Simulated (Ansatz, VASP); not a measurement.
**WSe2: VASP beside Ansatz**

```
CELL_PARAMETERS angstrom
3.27025 0.00000 0.00000
-1.63513 2.83212 0.00000
0.00000 0.00000 16.66122
ATOMIC_POSITIONS crystal
W 0.00000 0.00000 0.96399
Se 0.33333 0.66667 0.10040
Se 0.33333 0.66667 0.89960
```

Alike in both runs: task single point; functional PBEsol; k mesh 12 × 12 × 2; occupations gaussian, width 0.05 eV; no spin polarisation.

|  | VASP | Ansatz |
| --- | --- | --- |
| version | VASP 6.6.1 | Ansatz 0.2.0 |
| potentials or method | VASP PAW PBE potentials, release 64 (W_sv, Se), cutoff 520 eV | scalar-relativistic, plane waves, PAW |
| valence electrons in the cell | 26 | 46 |

Ansatz gave:

| Item | Value |
| --- | --- |
| gap on the k mesh at the Fermi level (eV) | none |
| rms of the force components (eV/Å) | 5.335 |

**Question.** What did VASP give for the same quantities?

**Answer.** gap on the k mesh at the Fermi level (eV): none; rms of the force components (eV/Å): 5.391.

VASP's potentials were made for PBE, not for PBEsol. Atom by atom the forces differ by 0.061 eV/Å (rms over components). A gap of «none» marks a metal or a gap that the smearing closes. VASP's potentials hold 26 valence electrons a cell and Ansatz's 46, so a difference there can come from the potentials and not from the codes.

Neither program's run includes spin-orbit coupling.
